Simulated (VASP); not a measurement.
# Si in VASP: further runs, part 2 of 2

VASP 6.6.1.

### 3 Electric field gradients, r2SCAN (equal xy, yz and zx shear strains of -1.5 %)

POSCAR

```
Si
1.0
   -2.3991270872      2.3791881064      1.3292653899
    2.3791881064     -2.3991270872      1.3292653899
    2.3635565026      2.3635565026     -1.3648359745
Si
2
Direct
    0.2500000000      0.7500000000      0.5000000000
    0.5000000000      0.5000000000      0.0000000000
```

INCAR.step1

```
SYSTEM = Si
PREC = Accurate
ENCUT = 520
ISMEAR = -1
SIGMA = 0.08
LREAL = .False.
LASPH = .True.
NELM = 80
NBANDS = 11
GGA = PE
ALGO = Normal
EDIFF = 1E-4
LWAVE = .True.
LCHARG = .False.
```

INCAR.step2

```
SYSTEM = Si
PREC = Accurate
ENCUT = 520
EDIFF = 1E-8
ISMEAR = -1
SIGMA = 0.08
LREAL = .False.
LASPH = .True.
NELM = 80
ALGO = Normal
ISIF = 2
LWAVE = .False.
LCHARG = .False.
METAGGA = R2SCAN
LMIXTAU = .True.
LEFG = .True.
NBANDS = 11
ISTART = 1
```

KPOINTS

```
regular mesh
0
Gamma
  16 16 16
  0 0 0
```

Potentials or basis: VASP PAW PBE potentials, release 64 (Si).

The run is started by

```
cat potpaw_PBE.64/Si/POTCAR > POTCAR
cp INCAR.step1 INCAR
mpirun -np 1 vasp_std > vasp.out
cp INCAR.step2 INCAR
mpirun -np 1 vasp_std > vasp.out
```

OUTCAR:

```text
SYSTEM = Si
   PREC = Accurate
   ENCUT = 520
   EDIFF = 1E-8
   ISMEAR = -1
   LREAL = .False.
   LASPH = .True.
   NELM = 80
   ISIF = 2
   METAGGA = R2SCAN
   ISTART = 1

 ion  position               nearest neighbor table
   1  0.250  0.750  0.500-   2 2.45   2 2.45   2 2.47   2 2.47   2 3.08   2 3.08   2 3.12   2 3.12

   2  0.500  0.500  0.000-   1 2.45   1 2.45   1 2.47   1 2.47   1 3.08   1 3.08   1 3.12   1 3.12

  Warning from LATTYP: Got some problem with cell dimensions!
  Tried to take original basis but could not verify dimensions!
  LATTYP: Found a base centered monoclinic cell.
 ALAT       =     2.6586803179
 B/A-ratio  =     2.5416963847
 C/A-ratio  =     1.3382245398
 COS(beta)  =    -0.3537102724

  Lattice vectors:

 A1 = (   2.3991270872,  -2.3791881064,  -1.3292653899)
 A2 = (  -2.3791881064,   2.3991270872,  -1.3292653899)
 A3 = (   2.3436175218,   2.3436175218,   1.2936948053)

Analysis of symmetry for initial positions (statically):
=====================================================================
 Subroutine PRICEL returns:
 Original cell was already a primitive cell.

 Routine SETGRP: Setting up the symmetry group for a
 base centered monoclinic supercell.

 Subroutine GETGRP returns: Found  4 space group operations
 (whereof  2 operations were pure point group operations)
 out of a pool of  4 trial point group operations.

The static configuration has the point symmetry C_2 .
 The point group associated with its full space group is C_2h.

Analysis of symmetry for dynamics (positions and initial velocities):
[... 178 lines left out ...]
     11      20.8743      0.00000
[... 309 lines left out ...]
 k-point    24 :      -0.0625    0.0625    0.0000
  band No.  band energies     occupation
      1      -5.2105      2.00000
      2       5.7356      2.00000
      3       6.9606      2.00000
      4       8.3844      1.99999
      5      11.5787      0.00000
      6      16.7291      0.00000
      7      18.8136      0.00000
      8      19.0875      0.00000
      9      19.4678      0.00000
     10      20.2503      0.00000
     11      20.9568      0.00000

 [... further k-points ...]

------------------------ aborting loop because EDIFF is reached ----------------------------------------

  FORCE on cell =-STRESS in cart. coord.  units (eV):
  Direction    XX          YY          ZZ          XY          YZ          ZX
  --------------------------------------------------------------------------------------
  -------------------------------------------------------------------------------------
  Total        0.5044048      0.5044048      0.3596687      0.3091806      0.2061338      0.2061338
  in kB       27.0328752     27.0328752     19.2759446     16.5701087     11.0474584     11.0474570
  external PRESSURE =      24.4472317 kB  Pullay stress =       0.0000000 kB

 VOLUME and BASIS-vectors are now :
 -----------------------------------------------------------------------------
  energy-cutoff  :      520.00
  volume of cell :       29.89
      direct lattice vectors                 reciprocal lattice vectors
    -2.399127087  2.379188106  1.329265390     0.004436241  0.213715026  0.377783745
     2.379188106 -2.399127087  1.329265390     0.213715026  0.004436241  0.377783745
     2.363556503  2.363556503 -1.364835975     0.212465772  0.212465772  0.003186987

 POSITION                                       TOTAL-FORCE (eV/Angst)
 -----------------------------------------------------------------------------------
      2.36639     -0.02277      0.64685        -0.031274      0.031274      0.000000
     -0.00997     -0.00997      1.32927         0.031274     -0.031274     -0.000000
 -----------------------------------------------------------------------------------
    total drift:                                0.000000      0.000000      0.000000

  FREE ENERGIE OF THE ION-ELECTRON SYSTEM (eV)
  ---------------------------------------------------
  free  energy   TOTEN  =       -16.6755208477 eV

  energy  without entropy=      -16.6608805437  energy(sigma->0) =      -16.66820070

 Electric field gradients (V/A^2)
---------------------------------------------------------------------
 ion       V_xx      V_yy      V_zz      V_xy      V_xz      V_yz
---------------------------------------------------------------------
   1     -10.297   -10.297    20.594    -0.028    -0.740    -0.740
   2     -10.297   -10.297    20.594    -0.028    -0.740    -0.740
---------------------------------------------------------------------

 Electric field gradients after diagonalization (V/A^2)
 (convention: |V_zz| > |V_xx| > |V_yy|)
----------------------------------------------------------------------
 ion       V_xx      V_yy      V_zz     asymmetry (V_yy - V_xx)/ V_zz
----------------------------------------------------------------------
   1     -10.360   -10.269    20.630       0.004
   2     -10.360   -10.269    20.630       0.004
----------------------------------------------------------------------

           NMR quadrupolar parameters

 Cq : quadrupolar parameter    Cq=e*Q*V_zz/h
 eta: asymmetry parameters     (V_yy - V_xx)/ V_zz
 Q  : nuclear electric quadrupole moment in mb (millibarn)
----------------------------------------------------------------------
 ion       Cq(MHz)       eta       Q (mb)
----------------------------------------------------------------------
   1       0.050       0.004       1.000
   2       0.050       0.004       1.000
----------------------------------------------------------------------
```

OUTCAR.step1:

```text
SYSTEM = Si
   PREC = Accurate
   ENCUT = 520
   ISMEAR = -1
   LREAL = .False.
   LASPH = .True.
[... 564 lines left out ...]
      2.36639     -0.02277      0.64685        -0.031805      0.031805     -0.000000
     -0.00997     -0.00997      1.32927         0.031805     -0.031805      0.000000
 -----------------------------------------------------------------------------------
    total drift:                                0.000000      0.000000      0.000000

  FREE ENERGIE OF THE ION-ELECTRON SYSTEM (eV)
  ---------------------------------------------------
  free  energy   TOTEN  =       -10.2578091805 eV

  energy  without entropy=      -10.2421975415  energy(sigma->0) =      -10.25000336
```

It took 17 min on 1 thread of AMD EPYC 9R45 (Zen 5), shared host; peak memory 0.35 GiB.

Results:

```
Free energy                             : -16.6755 eV
Pressure                                : 2.4 GPa
Largest force                           : 0.044 eV/Å
Band gap on the k mesh                  : zero (bands 4 and 5 overlap by 6.82 eV)
Largest electric field gradient by atom : Si +20.6 V/Å²
```

Forces on the atoms (eV/Å):
```
Si  -0.031  0.031  0.000
Si   0.031 -0.031  0.000
```

Stress tensor (GPa, compression positive):
```
2.70 1.66 1.10
1.66 2.70 1.10
1.10 1.10 1.93
```

Electric field gradients, principal values (V/Å²):
```csv
atom,least,middle,greatest (by size)
1 Si,-10.269,-10.360,20.630
2 Si,-10.269,-10.360,20.630
```

Caveat: the cell differs from its parent crystal (equal xy, yz and zx shear strains of -1.5 %); without QUAD_EFG the Cq values of the log hold for a quadrupole moment of 1 mb, not for the nuclei; the PAW data sets were made with another functional, which shifts forces and pressure a little.
